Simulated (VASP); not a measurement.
# Ru (P6_3/mmc) in VASP: notebook, part 2 of 2

VASP 6.6.1. The steps go on from the part before.

## (4) Single point, PBEsol

This run uses another cell than the first one, of 13.03 Å³/atom, 0.923 times its volume.

The input, INCAR:

```
ALGO     = Normal         # electronic algorithm
EDIFF    = 1E-6           # SCF threshold, eV
ENCUT    = 500            # plane-wave cutoff, eV
GGA      = PS             # functional
GGA_COMPAT= F            
ISIF     = 2              # what is computed and relaxed
ISMEAR   = -1             # smearing method
LASPH    = T              # aspherical terms in the spheres
LCHARG   = F              # write CHGCAR
LREAL    = F              # projectors in reciprocal space
LWAVE    = F              # write WAVECAR
NBANDS   = 21             # bands
NELM     = 120            # most SCF steps
PREC     = Accurate       # precision mode
SIGMA    = 0.05           # smearing width, eV
```

The input, KPOINTS:

```
k-points
0
Gamma
  11 11 6
```

The input, POSCAR:

```
Ru
1.0
    2.7058000000      0.0000000000      0.0000000000
   -1.3529000000      2.3432915376      0.0000000000
    0.0000000000      0.0000000000      4.1106240000
Ru
2
Direct
    0.6666666667      0.3333333333      0.7500000000
    0.3333333333      0.6666666667      0.2500000000
```

Potentials or basis: VASP PAW PBE potentials, release 64 (Ru_pv).

The run is started by

```bash
> cat potpaw_PBE.64/Ru_pv/POTCAR > POTCAR
> mpirun -np 1 vasp_std > vasp.out
```

OUTCAR:

```text
EDIFF = 1E-6
   ENCUT = 500
   GGA = PS
   ISIF = 2
   ISMEAR = -1
   LASPH = T
   LREAL = F
   NELM = 120
   PREC = Accurate

 ion  position               nearest neighbor table
   1  0.667  0.333  0.750-   2 2.58   2 2.58   2 2.58   2 2.58   2 2.58   2 2.58
   2  0.333  0.667  0.250-   1 2.58   1 2.58   1 2.58   1 2.58   1 2.58   1 2.58

  LATTYP: Found a hexagonal cell.
 ALAT       =     2.7058000000
 C/A-ratio  =     1.5191898884

  Lattice vectors:

 A1 = (   2.7058000000,   0.0000000000,   0.0000000000)
 A2 = (  -1.3529000000,   2.3432915376,   0.0000000000)
 A3 = (   0.0000000000,   0.0000000000,   4.1106240000)

Analysis of symmetry for initial positions (statically):
=====================================================================
 Subroutine PRICEL returns:
 Original cell was already a primitive cell.

 Routine SETGRP: Setting up the symmetry group for a
 hexagonal supercell.

 Subroutine GETGRP returns: Found 24 space group operations
 (whereof 12 operations were pure point group operations)
 out of a pool of 24 trial point group operations.

The static configuration has the point symmetry D_3d.
 The point group associated with its full space group is D_6h.

Analysis of symmetry for dynamics (positions and initial velocities):
=====================================================================
 Subroutine PRICEL returns:
 Original cell was already a primitive cell.

 Routine SETGRP: Setting up the symmetry group for a
 hexagonal supercell.

 Subroutine GETGRP returns: Found 24 space group operations
 (whereof 12 operations were pure point group operations)
 out of a pool of 24 trial point group operations.

The dynamic configuration has the point symmetry D_3d.
 The point group associated with its full space group is D_6h.

 Subroutine INISYM returns: Found 24 space group operations
 (whereof 12 operations are pure point group operations),
 and found     1 'primitive' translations

----------------------------------------------------------------------------------------

                                     Primitive cell

  volume of cell :      26.0633

  direct lattice vectors                    reciprocal lattice vectors
     2.705800000  0.000000000  0.000000000     0.369576465  0.213375072  0.000000000
    -1.352900000  2.343291538  0.000000000     0.000000000  0.426750144  0.000000000
     0.000000000  0.000000000  4.110624000     0.000000000  0.000000000  0.243272068

  length of vectors
     2.705800000  2.705800000  4.110624000     0.426750144  0.426750144  0.243272068

  position of ions in fractional coordinates (direct lattice)
     0.666666667  0.333333333  0.750000000
     0.333333333  0.666666667  0.250000000

  ion indices of the primitive-cell ions
   primitive index   ion index
                 1           1
                 2           2

----------------------------------------------------------------------------------------

 KPOINTS: k-points

Automatic generation of k-mesh.
 Grid dimensions read from file:
 generate k-points for:   11   11    6

 Generating k-lattice:

  Cartesian coordinates                     Fractional coordinates (reciprocal lattice)
     0.033597860  0.019397734  0.000000000     0.090909091  0.000000000  0.000000000
     0.000000000  0.038795468  0.000000000     0.000000000  0.090909091  0.000000000
     0.000000000  0.000000000  0.040545345     0.000000000  0.000000000  0.166666667

  Length of vectors
     0.038795468  0.038795468  0.040545345

  Shift w.r.t. Gamma in fractional coordinates (k-lattice)
     0.000000000  0.000000000  0.000000000

 Subroutine IBZKPT returns following result:
 ===========================================

 Found     64 irreducible k-points:

 Following reciprocal coordinates:
            Coordinates               Weight
  0.000000  0.000000  0.000000      1.000000
  0.090909  0.000000  0.000000      6.000000
  0.181818 -0.000000  0.000000      6.000000
  0.272727 -0.000000  0.000000      6.000000
  0.363636  0.000000  0.000000      6.000000
  0.454545 -0.000000  0.000000      6.000000
[... 16 lines left out ...]
  0.090909  0.090909  0.166667     12.000000
  0.181818  0.090909  0.166667     24.000000
 [... further k-points ...]
   k-points           NKPTS =     64   k-points in BZ     NKDIM =     64   number of bands    NBANDS=     21
   number of dos      NEDOS =    301   number of ions     NIONS =      2
   total plane-waves  NPLWV =  12000
   dimension x,y,z NGX =    20 NGY =   20 NGZ =   30
   dimension x,y,z NGXF=    40 NGYF=   40 NGZF=   60
   ions per type =               2
   NGX,Y,Z   is equivalent  to a cutoff of  12.29, 12.29, 12.13 a.u.
   NGXF,Y,Z  is equivalent  to a cutoff of  24.58, 24.58, 24.27 a.u.
 SYSTEM =  unknown system
   PREC   = accura    normal or accurate (medium, high low for compatibility)
   ISTART =      0    job   : 0-new  1-cont  2-samecut
   ICHARG =      2    charge: 1-file 2-atom 10-const
   ISPIN  =      1    spin polarized calculation?
   LNONCOLLINEAR =      F non collinear calculations
   LSORBIT =      F    spin-orbit coupling
   LASPH  =      T    aspherical Exc in radial PAW
   ENCUT  =  500.0 eV  36.75 Ry    6.06 a.u.   4.93  4.93  7.49*2*pi/ulx,y,z
   NELM   =    120;   NELMIN=  2; NELMDL= -5     # of ELM steps
   EDIFF  = 0.1E-05   stopping-criterion for ELM
   LREAL  =      F    real-space projection
   EDIFFG = 0.1E-04   stopping-criterion for IOM
   NSW    =      0    number of steps for IOM
   IBRION =     -1    ionic relax: 0-MD 1-quasi-New 2-CG
   NFREE  =      0    steps in history (QN), initial steepest desc. (CG)
   ISIF   =      2    stress and relaxation
   ISYM   =      2    0-nonsym 1-usesym 2-fastsym
   POTIM  = 0.5000    time-step for ionic-motion
   TEBEG  =    0.0;   TEEND  =   0.0 temperature during run
   PSTRESS=    0.0 pullay stress
   NELECT =      28.0000    total number of electrons
   NUPDOWN=      -1.0000    fix difference up-down
   EMIN   =  10.00;   EMAX   =-10.00  energy-range for DOS
   EFERMI =   0.00;   METHOD = LEGACY
   ISMEAR =    -1;   SIGMA  =   0.05  broadening in eV -4-tet -1-fermi 0-gaus
   EFERMI_NEDOS =   21; number of points for ismear=-14 and -15
   IALGO  =     38    algorithm
   IMIX   =      4    mixing-type and parameters
     AMIX     =   0.40;   BMIX     =  1.00
     AMIX_MAG =   1.60;   BMIX_MAG =  1.00
  volume/ion in A,a.u.               =      13.03        87.94
  Fermi-wavevector in a.u.,A,eV,Ry     =   1.676683  3.168471 38.249587  2.811265
  Thomas-Fermi vector in A             =   2.761082
   LORBIT       =      0    0 simple, 1 ext, 2 COOP (PROOUT), +10 PAW based schemes
   GGA     = PS    functional components
   LHFCALC =     F    Hartree Fock is set to
   AEXX    =    0.0000 exact exchange contribution
   IVDW    =     0    specifies the selected vdW correction
   LEPSILON=     F    determine dielectric tensor
   LRPA    =     F    only Hartree local field effects (RPA)
 non-spin polarized calculation
  energy-cutoff  :      500.00
  volume of cell :       26.06
 maximum number of plane-waves:       683
 NGX is ok and might be reduce to    20
   NGX =  9   NGY =  9   NGZ = 15

 number of electron      28.0000011 magnetization

 Free energy of the ion-electron system (eV)
  ---------------------------------------------------
  ext. energy  EPLUGINS =         0.00000000
  ---------------------------------------------------
  free energy    TOTEN  =       -20.27529256 eV

  energy without entropy =      -20.26046514  energy(sigma->0) =      -20.26787885

 E-fermi :  13.4107     XC(G=0): -14.5327

 val. band max:       13.4090174204   @ k =   0.2727   0.0909   0.0000
 cond. band min:      13.4339022245   @ k =   0.2727  -0.0000   0.3333
 fundamental gap:      0.0248848041
 Fermi energy:        13.4107300871

 k-point     1 :       0.0000    0.0000    0.0000
  band No.  band energies     occupation
      1     -30.3688      2.00000
      2     -29.2963      2.00000
      3     -29.2963      2.00000
      4     -29.0577      2.00000
      5     -29.0577      2.00000
      6     -28.9451      2.00000
[... 13 lines left out ...]
     20      23.6944      0.00000
     21      24.8233      0.00000

 k-point     2 :       0.0909    0.0000    0.0000
  band No.  band energies     occupation
      1     -30.3362      2.00000
      2     -29.3562      2.00000
      3     -29.3185      2.00000
      4     -29.1213      2.00000
      5     -29.0641      2.00000
      6     -28.9635      2.00000
[... 520 lines left out ...]
 k-point    24 :       0.1818    0.0909    0.1667
  band No.  band energies     occupation
      1     -30.1271      2.00000
      2     -29.5821      2.00000
      3     -29.5213      2.00000
      4     -29.3789      2.00000
      5     -29.1474      2.00000
      6     -29.0759      2.00000
[... 13 lines left out ...]
     20      23.6940      0.00000
     21      26.1576      0.00000

 [... further k-points ...]
[... 5 lines left out ...]
  --------------------------------------------------------------------------------------
  -------------------------------------------------------------------------------------
  Total        0.3792287      0.3792287      3.8512894      0.0000000     -0.0000000     -0.0000000
  in kB       23.3121311     23.3121311    236.7483516      0.0000000     -0.0000000     -0.0000000
  external PRESSURE =      94.4575380 kB  Pullay stress =       0.0000000 kB

 VOLUME and BASIS-vectors are now :
 -----------------------------------------------------------------------------
  energy-cutoff  :      500.00
  volume of cell :       26.06
      direct lattice vectors                 reciprocal lattice vectors
     2.705800000  0.000000000  0.000000000     0.369576465  0.213375072  0.000000000
    -1.352900000  2.343291538  0.000000000     0.000000000  0.426750144  0.000000000
     0.000000000  0.000000000  4.110624000     0.000000000  0.000000000  0.243272068

 POSITION                                       TOTAL-FORCE (eV/Angst)
 -----------------------------------------------------------------------------------
      1.35290      0.78110      3.08297        -0.000000     -0.000000      0.000000
     -0.00000      1.56219      1.02766         0.000000      0.000000      0.000000
 -----------------------------------------------------------------------------------
    total drift:                               -0.000000      0.000000     -0.000000

  FREE ENERGIE OF THE ION-ELECTRON SYSTEM (eV)
  ---------------------------------------------------
  free  energy   TOTEN  =       -20.2752925568 eV

  energy  without entropy=      -20.2604651367  energy(sigma->0) =      -20.26787885
```

It took 18 s on 1 thread of Intel Xeon 6975P-C, shared host; peak memory 0.15 GiB.

Results:

```
Free energy            : -20.2753 eV
Pressure               : 9.4 GPa
Band gap on the k mesh : zero (band 14 reaches 14.89 eV, above the bottom of band 15 at 11.66 eV)
```

Levels at points of the mesh, in eV from the Fermi level:
| k point | band 12 | band 13 | band 14 | band 15 | band 16 | band 17 |
| --- | --- | --- | --- | --- | --- | --- |
| (0.00, 0.00, 0.00) | -1.94 | -1.94 | -1.75 | -1.75 | 1.32 | 1.32 |
| (0.00, 0.00, 0.50) | -3.07 | -2.58 | -2.58 | 0.70 | 0.70 | 0.70 |

Caveat: the PAW data sets were made with another functional, which shifts forces and pressure a little.

## (5) Single point, PBEsol

This run uses another cell than the first one, of 13.30 Å³/atom, 0.942 times its volume.

The input, INCAR:

```
  PREC = Accurate
  ENCUT = 500
  EDIFF = 1E-6
  ISMEAR = -1
  SIGMA = 0.05
  LREAL = F
  LASPH = T
  NELM = 120
  ALGO = Normal
  ISIF = 2
  LWAVE = F
  LCHARG = F
  GGA = PS
  NBANDS = 21
  GGA_COMPAT = F
```

The input, KPOINTS:

```
Automatic mesh
0
Gamma
  11 11 6
```

POSCAR: that of step 4 with these lines changed.

```diff
@@ -4,3 +4,3 @@
    -1.3529000000      2.3432915376      0.0000000000
-    0.0000000000      0.0000000000      4.1106240000
+    0.0000000000      0.0000000000      4.1962620000
 Ru
```

The run is started by

```bash
> cat potpaw_PBE.64/Ru_pv/POTCAR > POTCAR
> mpirun -np 1 vasp_std > vasp.out
```

Run time: 17 s. Hardware: 1 thread of Intel Xeon 6975P-C, shared host; peak memory 0.15 GiB.

The run converged. Its results:

```yaml
Free_energy: -20.3275 eV
Pressure: 1.0 GPa
Band_gap_on_the_k_mesh: zero (band 14 reaches 14.54 eV, above the bottom of band 15 at 11.35 eV)
```

Stress tensor (GPa, compression positive):
```
-2.20  0.00  0.00
 0.00 -2.20  0.00
 0.00  0.00  7.31
```

Levels at points of the mesh, in eV from the Fermi level:
```
           k point  band 11  band 12  band 13  band 14  band 15  band 16  band 17  band 18
(0.00, 0.00, 0.00)    -2.25    -1.89    -1.89    -1.53    -1.53     1.29     1.29     1.57
(0.00, 0.00, 0.50)    -2.87    -2.87    -2.63    -2.63     0.66     0.66     0.66     0.66
```

Caveat: the PAW data sets were made with another functional, which shifts forces and pressure a little.

## (6) Summary

| level | potentials or basis | cell | k mesh | cutoff (eV) | grid for exact exchange (PRECFOCK) | screening parameter | second run | gap on the mesh (eV) | pressure (GPa) |
| --- | --- | --- | --- | --- | --- | --- | --- | --- | --- |
| HSE06 | VASP PAW PBE potentials, release 64 (Ru_pv) | a = 2.741, b = 2.741, c = 4.338 Å, angles 90.0, 90.0, 120.0°, 2 atoms | 6 × 6 × 3 | 520 | Normal | 0.2079 1/Å | - | none | -19.7 |
| r2SCAN | VASP PAW PBE potentials, release 64 (Ru_sv) | a = 2.706, b = 2.706, c = 4.282 Å, angles 90.0, 90.0, 120.0°, 2 atoms | 11 × 11 × 6 | 660 | - | - | valence_matched | none | -1.9 |
| PBEsol | VASP PAW PBE potentials, release 64 (Ru_pv) | a = 2.706, b = 2.706, c = 4.111 Å, angles 90.0, 90.0, 120.0°, 2 atoms | 11 × 11 × 6 | 500 | - | - | - | none | 9.4 |
| PBEsol | VASP PAW PBE potentials, release 64 (Ru_pv) | a = 2.706, b = 2.706, c = 4.196 Å, angles 90.0, 90.0, 120.0°, 2 atoms | 11 × 11 × 6 | 500 | - | - | - | none | 1.0 |

Alike in all rows: task single point; no spin polarisation; smearing fermi-dirac 0.05 eV.

Caveats: some runs use coarse meshes; the PAW data sets were made with another functional, which shifts forces and pressure a little.

Total energies depend on the potentials used, so only differences within one code and one set of settings carry meaning.
